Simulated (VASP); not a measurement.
Set up this calculation in VASP 6.6.1, as the native input.

* Task: single point
* Functional: PBE
* Potentials or basis: VASP PAW PBE potentials, release 64 (Mg, Ti_sv, O)
* Cutoff: 520 eV
* k mesh: 8 × 6 × 6
* Occupations: gaussian, width 0.2 eV
* Spin: no spin polarisation
* Dipole correction: no
* Further INCAR settings: ALGO = Normal; EDIFF = 1e-06; NBANDS = 39

The structure of Mg2Ti3O3 lies in POSCAR:

```
Mg2Ti3O3
1.0
    0.0000000000      0.0000000000      2.7784274654
    6.5364034522      0.0000000000      0.0000000000
   -3.2682017261      5.6606914390      0.0000000000
Mg Ti O
2 3 3
Direct
    0.5000000000      0.0000000000      0.0000000000
    0.0000000000      0.6666666667      0.3333333333
    1.0000000000      0.5896036890      0.7948018445
    1.0000000000      0.2051981555      0.7948018445
    1.0000000000      0.2051981555      0.4103963110
    0.5000000000      0.9960983457      0.4980491729
    0.5000000000      0.5019508271      0.4980491729
    0.5000000000      0.5019508271      0.0039016543
```

One way to write it, as run:

INCAR

```
PREC = Accurate ; ENCUT = 520
EDIFF = 1E-6 ; ISMEAR = 0
SIGMA = 0.2 ; LREAL = F
LASPH = T ; NELM = 80
ALGO = Normal ; ISIF = 2
LWAVE = F ; LCHARG = F
GGA = PE ; NBANDS = 39
```

KPOINTS

```
Automatic mesh
0
Gamma
  8 6 6
```

Potentials or basis: VASP PAW PBE potentials, release 64 (Mg, Ti_sv, O).

Launch:

```console
$ cat potpaw_PBE.64/Mg/POTCAR potpaw_PBE.64/Ti_sv/POTCAR potpaw_PBE.64/O/POTCAR > POTCAR
$ mpirun -np 1 vasp_std > vasp.out
```

It gave:

```
Pressure               : 0.1 GPa
Largest force          : 0.066 eV/Å
Band gap on the k mesh : zero (bands 29 and 30 overlap by 0.58 eV)
```

It took 83 s on 1 thread of Intel(R) Xeon(R) 6975P-C (Granite Rapids) (shared host), peak memory 0.3 GiB.
